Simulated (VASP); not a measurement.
Write the native input for VASP 6.6.1 that does the following.

```yaml
Task: single point
Functional: PBE
Potentials_or_basis: VASP PAW PBE potentials, release 64 (B_h, F_h)
Cutoff: 1350 eV
k_mesh: 6 × 6 × 4
Occupations: gaussian, width 0.1 eV
Spin: no spin polarisation
Dipole_correction: no
Further_INCAR_settings: ALGO = Normal; EDIFF = 1e-06; NBANDS = 18
```

The structure of BF lies in POSCAR:

```
BF
1.0
    1.5897137367     -1.5899445728      0.0385451023
    1.5897137367      1.5899445728      0.0385451023
   -0.5002957992      0.0000000000      9.2633527960
B F
2 2
Direct
   -0.0097244968      0.5079125616     -0.0673922008
    0.5079125616     -0.0097244968      0.4326077992
    0.4981950176      0.4806169275      0.3210921908
    0.4806169275      0.4981950176      0.8210921908
```

The cell was generated, and may not be a known phase.

One way to write it, as run:

INCAR

```
SYSTEM = BF
  PREC = Accurate
  ENCUT = 1350
  EDIFF = 1E-6
  ISMEAR = 0
  SIGMA = 0.1
  LREAL = .False.
  LASPH = .True.
  NELM = 120
  ALGO = Normal
  ISIF = 2
  LWAVE = .False.
  LCHARG = .False.
  GGA = PE
  NBANDS = 18
  GGA_COMPAT = .False.
```

KPOINTS

```
Automatic mesh
0
Gamma
  6 6 4
  0 0 0
```

Potentials or basis: VASP PAW PBE potentials, release 64 (B_h, F_h).

Launch:

```bash
$ cat potpaw_PBE.64/B_h/POTCAR potpaw_PBE.64/F_h/POTCAR > POTCAR
$ mpirun -np 1 vasp_std > vasp.out
```

It gave:

```
Pressure               : -0.3 GPa
Largest force          : 0.016 eV/Å
Band gap on the k mesh : 0.80 eV (least direct gap 1.28 eV)
```

Caveat: the k points lie up to 0.47 Å⁻¹ apart; this functional lacks dispersion, which binds layers or chains, so the pressure and a relaxed spacing across them are unreliable.

Run time: 52 s on 1 thread of Intel(R) Xeon(R) 6975P-C (Granite Rapids) (shared host), peak memory 0.35 GiB.
